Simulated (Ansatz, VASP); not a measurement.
## One calculation of ZnCdSe4S2, two programs

```
Zn Cd Se S
1.0
     4.67833    0.00000    0.00000
     0.00000    4.67833    0.00000
     0.00000    0.00000    9.04858
Zn Cd Se S
1 1 4 2
Direct
  0.00000 0.00000 0.50000
  0.00000 0.00000 0.00000
  0.00000 0.50000 0.00000
  0.50000 0.00000 0.00000
  0.00000 0.00000 0.72467
  0.00000 0.00000 0.27533
  0.50000 0.50000 0.76798
  0.50000 0.50000 0.23202
```

Change from the starting cell: species swapped into the Ba2ScCuO4 type (P4/mmm, No. 123).

Alike in both runs: task relaxation of cell and atoms; functional PBE; k mesh 4 × 4 × 2; occupations gaussian, width 0.2 eV; no spin polarisation.

```csv
,VASP,Ansatz
version,VASP 6.6.1,Ansatz 0.2.0
potentials or method,"VASP PAW PBE potentials, release 64 (Zn, Cd, Se, S), cutoff 600 eV","scalar-relativistic, plane waves, PAW"
valence electrons in the cell,60,108
```

VASP gave:

```
gap on the k mesh at the Fermi level, each at its own relaxed structure (eV) : none
relaxed volume (Å³/atom)                                                     : 36.42
relaxed length of the cell vector where the two differ most in proportion (Å)              : 5.360
```

Question: Which values does Ansatz return?

Answer: gap on the k mesh at the Fermi level, each at its own relaxed structure (eV): none; relaxed volume (Å³/atom): 35.46; relaxed length of the cell vector where the two differ most in proportion (Å): 5.303.

A gap of «none» marks a metal or a gap that the smearing closes. VASP's potentials hold 60 valence electrons a cell and Ansatz's 108, so a difference there can come from the potentials and not from the codes.

Noted on VASP's run: the volume moved by over 15 % at a fixed basis, so the end points are rough.
